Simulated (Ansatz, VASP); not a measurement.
# SrCl2: VASP beside Ansatz

INCAR

```
SYSTEM = SrCl2
  PREC = Accurate
  ENCUT = 520
  EDIFF = 1E-6
  ISMEAR = 0
  SIGMA = 0.05
  LREAL = .FALSE.
  LASPH = .TRUE.
  NELM = 100
  ALGO = Normal
  ISIF = 2
  LWAVE = .FALSE.
  LCHARG = .FALSE.
  GGA = PE
  NBANDS = 19
```

The input KPOINTS:

```
regular mesh
0
G
  6 6 6
  0 0 0
```

Contents of POSCAR:

```
SrCl2
1.0
    0.0000000000      3.5735769494      3.6314688960
    3.5735769494      0.0000000000      3.6314688960
    3.5735769494      3.5735769494      0.0000000000
Sr Cl
1 2
Direct
    0.0000000000      0.0000000000      0.0000000000
    0.2500000000      0.2500000000      0.2500000000
    0.7500000000      0.7500000000      0.7500000000
```

Input for Ansatz:

```yaml
crystal:
  lattice:
    - [0.0, 3.5735769494, 3.631468896]
    - [3.5735769494, 0.0, 3.631468896]
    - [3.5735769494, 3.5735769494, 0.0]
  atoms:
    - { symbol: Sr, position: [0.0, 0.0, 0.0] }
    - { symbol: Cl, position: [0.25, 0.25, 0.25] }
    - { symbol: Cl, position: [0.75, 0.75, 0.75] }
basis:
  ecutwfc: 420
kpoints:
  mp_grid: { grid: [6, 6, 6] }
hamiltonian:
  xc: pbe
scf:
  occupations: { method: gaussian, width: 0.05 }
output:
  forces: true
  stress: true
  eigenvalues: true
```

Alike in both runs: task single point; functional PBE; k mesh 6 × 6 × 6; occupations gaussian, width 0.05 eV; no spin polarisation.

|  | VASP | Ansatz |
| --- | --- | --- |
| version | VASP 6.6.1 | Ansatz 0.2.0 |
| potentials or method | VASP PAW PBE potentials, release 64 (Sr_sv, Cl), cutoff 520 eV | scalar-relativistic, plane waves, PAW |
| valence electrons in the cell | 24 | 24 |

Ansatz gave:

```
gap on the k mesh at the Fermi level (eV)                     : 4.97
least direct gap on the mesh (eV)                             : 5.26
pressure (GPa)                                                : -1.8
traceless stress, the component that is largest in VASP (GPa) : -0.49
```

Estimate VASP's values.

gap on the k mesh at the Fermi level (eV): 4.97; least direct gap on the mesh (eV): 5.26; pressure (GPa): -1.7; traceless stress, the component that is largest in VASP (GPa): -0.48.
